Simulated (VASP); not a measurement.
# Ge (P6_3/mmc) in VASP: a series of runs

Runs on Ge. Level: LDA. Tasks: single point.

Program: VASP 6.6.1. These are calculated values, not measurements. Logs are shortened: lines on timing, memory, paths and dates and some standing lists are left out, and cuts for length are marked.

### Step 1. The cell of the first run

Symmetry: P6_3/mmc, No. 194, hexagonal system. Conventional cell: a = 3.968 Å, b = 3.968 Å, c = 13.010 Å, α = 90.00°, β = 90.00°, γ = 120.00°. Within 3.2 Å of Ge (site symmetry 3m) lie 4 Ge at 2.43 to 2.45 Å. Within 3.2 Å of Ge (site symmetry 3m) lie 4 Ge at 2.43 Å.

This isn't the form of Ge at room conditions, which is diamond.

### Step 2. Single point, LDA

Input file INCAR:

```
PREC = Accurate
ENCUT = 520
EDIFF = 1E-7
ISMEAR = -1
SIGMA = 0.05
LREAL = False
LASPH = True
NELM = 80
ALGO = Normal
ISIF = 2
LWAVE = False
LCHARG = False
GGA = CA
NBANDS = 66
```

Input file KPOINTS:

```
regular mesh
0
Gamma
  8 8 2
```

Input file POSCAR:

```
Ge
1.0
    3.9680197488      0.0000000000      0.0000000000
   -1.9840098744      3.4364059051      0.0000000000
    0.0000000000      0.0000000000     13.0099446236
Ge
8
Direct
    0.3333333333      0.6666666667      0.1558277923
    0.6666666667      0.3333333333      0.8441722077
    0.6666666667      0.3333333333      0.6558277923
    0.3333333333      0.6666666667      0.3441722077
    0.0000000000      0.0000000000      0.0932366937
    0.0000000000      0.0000000000      0.9067633063
    0.0000000000      0.0000000000      0.5932366937
    0.0000000000      0.0000000000      0.4067633063
```

Potentials or basis: VASP PAW LDA potentials, release 64 (Ge_d).

Launch:

```console
cat potpaw_LDA.64/Ge_d/POTCAR > POTCAR
mpirun -np 1 vasp_std > vasp.out
```

OUTCAR:

```text
PREC = Accurate
   ENCUT = 520
   EDIFF = 1E-7
   ISMEAR = -1
   LREAL = False
   LASPH = True
   NELM = 80
   ISIF = 2
   GGA = CA

 ion  position               nearest neighbor table
   1  0.333  0.667  0.156-   5 2.43   5 2.43   5 2.43   4 2.45
   2  0.667  0.333  0.844-   6 2.43   6 2.43   6 2.43   3 2.45
   3  0.667  0.333  0.656-   7 2.43   7 2.43   7 2.43   2 2.45
   4  0.333  0.667  0.344-   8 2.43   8 2.43   8 2.43   1 2.45
   5  0.000  0.000  0.093-   6 2.43   1 2.43   1 2.43   1 2.43
   6  0.000  0.000  0.907-   5 2.43   2 2.43   2 2.43   2 2.43
   7  0.000  0.000  0.593-   8 2.43   3 2.43   3 2.43   3 2.43
   8  0.000  0.000  0.407-   7 2.43   4 2.43   4 2.43   4 2.43

  LATTYP: Found a hexagonal cell.
 ALAT       =     3.9680197488
 C/A-ratio  =     3.2786995648

  Lattice vectors:

 A1 = (   3.9680197488,   0.0000000000,   0.0000000000)
 A2 = (  -1.9840098744,   3.4364059051,   0.0000000000)
 A3 = (   0.0000000000,   0.0000000000,  13.0099446236)

Analysis of symmetry for initial positions (statically):
=====================================================================
 Subroutine PRICEL returns:
 Original cell was already a primitive cell.

 Routine SETGRP: Setting up the symmetry group for a
 hexagonal supercell.

 Subroutine GETGRP returns: Found 24 space group operations
 (whereof 12 operations were pure point group operations)
 out of a pool of 24 trial point group operations.

The static configuration has the point symmetry D_3d.
 The point group associated with its full space group is D_6h.

Analysis of symmetry for dynamics (positions and initial velocities):
=====================================================================
 Subroutine PRICEL returns:
 Original cell was already a primitive cell.

 Routine SETGRP: Setting up the symmetry group for a
 hexagonal supercell.

 Subroutine GETGRP returns: Found 24 space group operations
 (whereof 12 operations were pure point group operations)
 out of a pool of 24 trial point group operations.

The dynamic configuration has the point symmetry D_3d.
 The point group associated with its full space group is D_6h.

 Subroutine INISYM returns: Found 24 space group operations
 (whereof 12 operations are pure point group operations),
 and found     1 'primitive' translations

[... 104 lines left out ...]
   NSW    =      0    number of steps for IOM
   IBRION =     -1    ionic relax: 0-MD 1-quasi-New 2-CG
   NFREE  =      0    steps in history (QN), initial steepest desc. (CG)
   ISIF   =      2    stress and relaxation
   ISYM   =      2    0-nonsym 1-usesym 2-fastsym
   POTIM  = 0.5000    time-step for ionic-motion
   TEBEG  =    0.0;   TEEND  =   0.0 temperature during run
   PSTRESS=    0.0 pullay stress
   NELECT =     112.0000    total number of electrons
   NUPDOWN=      -1.0000    fix difference up-down
   EMIN   =  10.00;   EMAX   =-10.00  energy-range for DOS
   EFERMI =   0.00;   METHOD = LEGACY
   ISMEAR =    -1;   SIGMA  =   0.05  broadening in eV -4-tet -1-fermi 0-gaus
   EFERMI_NEDOS =   21; number of points for ismear=-14 and -15
   IALGO  =     38    algorithm
   IMIX   =      4    mixing-type and parameters
     AMIX     =   0.40;   BMIX     =  1.00
     AMIX_MAG =   1.60;   BMIX_MAG =  1.00
  volume/ion in A,a.u.               =      22.18       149.64
  Fermi-wavevector in a.u.,A,eV,Ry     =   1.404418  2.653964 26.835979  1.972389
  Thomas-Fermi vector in A             =   2.526981
   LORBIT       =      0    0 simple, 1 ext, 2 COOP (PROOUT), +10 PAW based schemes
   GGA     = CA    functional components
   LHFCALC =     F    Hartree Fock is set to
   AEXX    =    0.0000 exact exchange contribution
   IVDW    =     0    specifies the selected vdW correction
   LEPSILON=     F    determine dielectric tensor
   LRPA    =     F    only Hartree local field effects (RPA)
 non-spin polarized calculation
  energy-cutoff  :      520.00
  volume of cell :      177.40
 maximum number of plane-waves:      4815
 NGX is ok and might be reduce to    30
   NGX = 15   NGY = 15   NGZ = 49

 number of electron     112.0000138 magnetization

 Free energy of the ion-electron system (eV)
  ---------------------------------------------------
  ext. energy  EPLUGINS =         0.00000000
  ---------------------------------------------------
  free energy    TOTEN  =       -41.49057370 eV

  energy without entropy =      -41.48727997  energy(sigma->0) =      -41.48892683

 E-fermi :   4.9916     XC(G=0): -10.3846

 val. band max:        4.9730046118   @ k =   0.0000   0.0000   0.0000
 cond. band min:       5.0058217930   @ k =   0.0000   0.0000   0.0000
 fundamental gap:      0.0328171812
 Fermi energy:         4.9916392588

 k-point     1 :       0.0000    0.0000    0.0000
  band No.  band energies     occupation
      1     -20.0790      2.00000
      2     -20.0790      2.00000
      3     -20.0694      2.00000
      4     -20.0694      2.00000
      5     -20.0647      2.00000
      6     -20.0647      2.00000
[... 1369 lines left out ...]
     65      10.2730      0.00000
     66      10.2763      0.00000

------------------------ aborting loop because EDIFF is reached ----------------------------------------

  FORCE on cell =-STRESS in cart. coord.  units (eV):
  Direction    XX          YY          ZZ          XY          YZ          ZX
  --------------------------------------------------------------------------------------
  -------------------------------------------------------------------------------------
  Total        0.1168782      0.1168782      0.1169536     -0.0000000      0.0000000     -0.0000000
  in kB        1.0555779      1.0555779      1.0562589     -0.0000000      0.0000000     -0.0000000
  external PRESSURE =       1.0558049 kB  Pullay stress =       0.0000000 kB

 VOLUME and BASIS-vectors are now :
 -----------------------------------------------------------------------------
  energy-cutoff  :      520.00
  volume of cell :      177.40
      direct lattice vectors                 reciprocal lattice vectors
     3.968019749  0.000000000  0.000000000     0.252014875  0.145500856  0.000000000
    -1.984009874  3.436405905  0.000000000     0.000000000  0.291001712  0.000000000
     0.000000000  0.000000000 13.009944624     0.000000000  0.000000000  0.076864278

 POSITION                                       TOTAL-FORCE (eV/Angst)
 -----------------------------------------------------------------------------------
     -0.00000      2.29094      2.02731         0.000000     -0.000000     -0.000003
      1.98401      1.14547     10.98263        -0.000000      0.000000      0.000003
      1.98401      1.14547      8.53228        -0.000000     -0.000000     -0.000003
     -0.00000      2.29094      4.47766         0.000000     -0.000000      0.000003
      0.00000      0.00000      1.21300         0.000000      0.000000      0.002352
      0.00000      0.00000     11.79694        -0.000000     -0.000000     -0.002352
      0.00000      0.00000      7.71798         0.000000     -0.000000      0.002352
      0.00000      0.00000      5.29197        -0.000000      0.000000     -0.002352
 -----------------------------------------------------------------------------------
    total drift:                               -0.000000     -0.000000      0.000000

  FREE ENERGIE OF THE ION-ELECTRON SYSTEM (eV)
  ---------------------------------------------------
  free  energy   TOTEN  =       -41.4905736974 eV

  energy  without entropy=      -41.4872799710  energy(sigma->0) =      -41.48892683
```

OSZICAR:

```text
N       E                     dE             d eps       ncg     rms          rms(c)
DAV:   1     0.139385588090E+04    0.13939E+04   -0.51437E+04  3000   0.466E+03
DAV:   2     0.240062999903E+03   -0.11538E+04   -0.11218E+04  2640   0.112E+03
DAV:   3    -0.155873637405E+02   -0.25565E+03   -0.24471E+03  2744   0.271E+02
DAV:   4    -0.412357861776E+02   -0.25648E+02   -0.24938E+02  3056   0.910E+01
DAV:   5    -0.421997639232E+02   -0.96398E+00   -0.95590E+00  2966   0.192E+01    0.689E+00
DAV:   6    -0.417308151336E+02    0.46895E+00   -0.45870E-01  3168   0.363E+00    0.385E+00
DAV:   7    -0.414860805841E+02    0.24473E+00   -0.33003E-01  2938   0.469E+00    0.321E-01
DAV:   8    -0.414895954759E+02   -0.35149E-02   -0.42536E-02  3152   0.487E+00    0.199E-01
DAV:   9    -0.414904865034E+02   -0.89103E-03   -0.67958E-03  4144   0.134E+00    0.794E-02
DAV:  10    -0.414905849127E+02   -0.98409E-04   -0.11750E-03  3296   0.274E-01    0.194E-02
DAV:  11    -0.414905725958E+02    0.12317E-04   -0.30590E-05  4694   0.242E-01    0.978E-03
DAV:  12    -0.414905710845E+02    0.15113E-05   -0.21440E-05  3304   0.335E-01    0.575E-03
DAV:  13    -0.414905732474E+02   -0.21630E-05   -0.30429E-05  3570   0.113E-01    0.204E-03
DAV:  14    -0.414905737136E+02   -0.46623E-06   -0.60343E-06  2858   0.390E-02    0.127E-03
DAV:  15    -0.414905736974E+02    0.16222E-07   -0.92755E-07  2396   0.386E-02
   1 F= -.41490574E+02 E0= -.41488927E+02  d E =-.329373E-02
```

Wall time 3.3 min (1 thread of AMD EPYC 7R13 (Zen 3), shared host); peak memory 0.28 GiB.

What came out:

| Quantity | Value |
| --- | --- |
| Free energy | -41.4906 eV |
| Pressure | 0.1 GPa |
| Band gap on the k mesh | zero (filled and empty bands touch) |

Forces on the atoms (eV/Å):
```
Ge   0.000  0.000  0.000
Ge   0.000  0.000  0.000
Ge   0.000  0.000  0.000
Ge   0.000  0.000  0.000
Ge   0.000  0.000  0.002
Ge   0.000  0.000 -0.002
Ge   0.000  0.000  0.002
Ge   0.000  0.000 -0.002
```

Levels at points of the mesh, in eV from the Fermi level:
```tsv
k point	band 54	band 55	band 56	band 57	band 58	band 59
(0.00, 0.00, 0.00)	-0.15	-0.02	0.01	0.01	0.04	0.45
(0.50, 0.00, 0.00)	-2.49	-1.90	-1.50	0.17	0.27	0.47
(0.00, 0.00, 0.50)	-0.34	-0.34	-0.34	0.11	0.11	1.15
(0.50, 0.00, 0.50)	-2.70	-1.86	-1.86	0.55	0.55	1.24
```

Caveat: semilocal functionals underestimate gaps, and a narrow one can read as zero.

### Step 3. Single point, LDA

This run uses another cell than the first one, of 22.82 Å³/atom.

Input file INCAR:

```
PREC = Accurate
ENCUT = 520
EDIFF = 1E-6
ISMEAR = -1
SIGMA = 0.05
LREAL = F
LASPH = T
NELM = 80
ALGO = Normal
ISIF = 2
LWAVE = F
LCHARG = F
GGA = CA
NBANDS = 66
```

Input file KPOINTS:

```
Automatic mesh
0
Gamma
  8 8 2
```

Input file POSCAR:

```
Ge
1.0
    4.0031158814      0.0000000000      0.0000000000
   -2.0015579407      3.4668000476      0.0000000000
    0.0000000000      0.0000000000     13.1567068600
Ge
8
Direct
    0.3333333333      0.6666666667      0.1559415700
    0.6666666667      0.3333333333      0.8440584300
    0.6666666667      0.3333333333      0.6559415700
    0.3333333333      0.6666666667      0.3440584300
    0.0000000000      0.0000000000      0.0931488400
    0.0000000000      0.0000000000      0.9068511600
    0.0000000000      0.0000000000      0.5931488400
    0.0000000000      0.0000000000      0.4068511600
```

Potentials or basis: VASP PAW LDA potentials, release 64 (Ge_d).

Launch:

```console
cat potpaw_LDA.64/Ge_d/POTCAR > POTCAR
mpirun -np 1 vasp_std > vasp.out
```

OUTCAR:

```text
PREC = Accurate
   ENCUT = 520
   EDIFF = 1E-6
   ISMEAR = -1
   LREAL = F
   LASPH = T
   NELM = 80
   ISIF = 2
   GGA = CA

 ion  position               nearest neighbor table
   1  0.333  0.667  0.156-   5 2.45   5 2.45   5 2.45   4 2.47
   2  0.667  0.333  0.844-   6 2.45   6 2.45   6 2.45   3 2.47
   3  0.667  0.333  0.656-   7 2.45   7 2.45   7 2.45   2 2.47
   4  0.333  0.667  0.344-   8 2.45   8 2.45   8 2.45   1 2.47
   5  0.000  0.000  0.093-   6 2.45   1 2.45   1 2.45   1 2.45
   6  0.000  0.000  0.907-   5 2.45   2 2.45   2 2.45   2 2.45
[... 1589 lines left out ...]
  Total       -1.9783903     -1.9783903     -2.2833667      0.0000000      0.0000000      0.0000000
  in kB      -17.3599471    -17.3599471    -20.0360495      0.0000000      0.0000000      0.0000000
  external PRESSURE =     -18.2519812 kB  Pullay stress =       0.0000000 kB

 VOLUME and BASIS-vectors are now :
 -----------------------------------------------------------------------------
  energy-cutoff  :      520.00
  volume of cell :      182.59
      direct lattice vectors                 reciprocal lattice vectors
     4.003115881  0.000000000  0.000000000     0.249805409  0.144225220  0.000000000
    -2.001557941  3.466800048  0.000000000     0.000000000  0.288450440  0.000000000
     0.000000000  0.000000000 13.156706860     0.000000000  0.000000000  0.076006862

 POSITION                                       TOTAL-FORCE (eV/Angst)
 -----------------------------------------------------------------------------------
     -0.00000      2.31120      2.05168         0.000000     -0.000000     -0.013730
      2.00156      1.15560     11.10503         0.000000      0.000000      0.013730
      2.00156      1.15560      8.63003        -0.000000      0.000000     -0.013730
     -0.00000      2.31120      4.52668         0.000000      0.000000      0.013730
      0.00000      0.00000      1.22553        -0.000000      0.000000      0.003989
      0.00000      0.00000     11.93117         0.000000     -0.000000     -0.003989
      0.00000      0.00000      7.80389        -0.000000      0.000000      0.003989
      0.00000      0.00000      5.35282        -0.000000      0.000000     -0.003989
 -----------------------------------------------------------------------------------
    total drift:                                0.000000      0.000000      0.000000

  FREE ENERGIE OF THE ION-ELECTRON SYSTEM (eV)
  ---------------------------------------------------
  free  energy   TOTEN  =       -41.4640713888 eV

  energy  without entropy=      -41.4610656628  energy(sigma->0) =      -41.46256853
```

stdout:

```text
POSCAR found type information on POSCAR Ge
 POSCAR found :  1 types and       8 ions
 scaLAPACK will be used
 LDA part: xc-table for (Slater(with rela. corr.)+CA(PZ))
 , standard interpolation
 POSCAR, INCAR and KPOINTS ok, starting setup
 FFT: planning ... GRIDC
 FFT: planning ... GRID_SOFT
 FFT: planning ... GRID
 WAVECAR not read
 entering main loop
```

Run time: 3.1 min. Hardware: 1 thread of AMD EPYC 7R13 (Zen 3), shared host; peak memory 0.28 GiB.

Results:

| Quantity | Value |
| --- | --- |
| Free energy | -41.4641 eV |
| Pressure | -1.8 GPa |
| Largest force | 0.014 eV/Å |
| Band gap on the k mesh | 0.08 eV |

Forces on the atoms (eV/Å):
```
Ge   0.000  0.000 -0.014
Ge   0.000  0.000  0.014
Ge   0.000  0.000 -0.014
Ge   0.000  0.000  0.014
Ge   0.000  0.000  0.004
Ge   0.000  0.000 -0.004
Ge   0.000  0.000  0.004
Ge   0.000  0.000 -0.004
```

Stress tensor (GPa, compression positive):
```
-1.74  0.00  0.00
 0.00 -1.74  0.00
 0.00  0.00 -2.00
```

Caveat: semilocal functionals underestimate gaps, and a narrow one can read as zero.

The gap in the log of VASP goes by the Fermi energy; the results here count the filled bands.